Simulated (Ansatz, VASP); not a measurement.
Two plane-wave programs on CdTe

```
CELL_PARAMETERS angstrom
0.00000 3.24481 3.24481
3.24481 0.00000 3.24481
3.24481 3.24481 0.00000
ATOMIC_POSITIONS crystal
Cd 0.00000 0.00000 0.00000
Te 0.75000 0.75000 0.75000
```

Alike in both runs: functional PBEsol; k mesh 8 × 8 × 8; occupations gaussian, width 0.02 eV; no spin polarisation.

Ansatz relaxed the structure, and its values are those at the end. VASP's run is a single point on that final structure, the one shown.

|  | VASP | Ansatz |
| --- | --- | --- |
| version | VASP 6.6.1 | Ansatz 0.2.0 |
| potentials or method | VASP PAW PBE potentials, release 64 (Cd, Te), cutoff 500 eV | scalar-relativistic, plane waves, PAW |
| valence electrons in the cell | 18 | 36 |

|  | VASP | Ansatz | Ansatz less VASP |
| --- | --- | --- | --- |
| gap on the k mesh at the Fermi level (eV) | 0.65 | 0.65 | -0.004 |
| least direct gap on the mesh (eV) | 0.65 | 0.65 | -0.004 |
| pressure (GPa) | 0.2 | 0.0 | -0.16 |

VASP's potentials were made for PBE, not for PBEsol, and Ansatz warns of the same on its side. The functional is the same, so the differences come from potentials, cutoffs and numerics. VASP's potentials hold 18 valence electrons a cell and Ansatz's 36, so a difference there can come from the potentials and not from the codes.

Neither program's run includes spin-orbit coupling.
